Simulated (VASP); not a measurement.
Y:

```
CELL_PARAMETERS angstrom
-2.02086 2.02086 2.02086
2.02086 -2.02086 2.02086
2.02086 2.02086 -2.02086
ATOMIC_POSITIONS crystal
Y 0.00000 0.00000 0.00000
```

This isn't the form of Y at room conditions, which is hcp.

```yaml
Program: VASP 6.6.1
Task: relaxation of cell and atoms
Functional: LDA
Potentials_or_basis: VASP PAW LDA potentials, release 64 (Y_sv)
Cutoff: 600 eV
k_mesh: 11 × 11 × 11
Occupations: fermi-dirac, width 0.1 eV
Spin: no spin polarisation
```

At the start: pressure -3.6 GPa; volume 33.01 Å³/atom.

How do energy, volume and symmetry change on relaxing?

Over 3 steps the energy falls by 37.8 meV/atom and the volume is 29.89 Å³/atom (-9.5 %); space group Im-3m (No. 229, to 0.1 Å) before and after.

Step by step:
| step | energy change (eV) | largest force (eV/Å) | pressure (GPa) | volume (Å³) |
| --- | --- | --- | --- | --- |
| 1 | 0.0000 | 0.0000 | -3.64 | 33.01 |
| 2 | -0.0373 | 0.0000 | 0.49 | 29.55 |
| 3 | -0.0378 | 0.0000 | 0.01 | 29.89 |

Final structure:
```xyz
1
Lattice="-1.9550 1.9550 1.9550 1.9550 -1.9550 1.9550 1.9550 1.9550 -1.9550" Properties=species:S:1:pos:R:3 pbc="T T T"
Y     0.0000    0.0000    0.0000
```
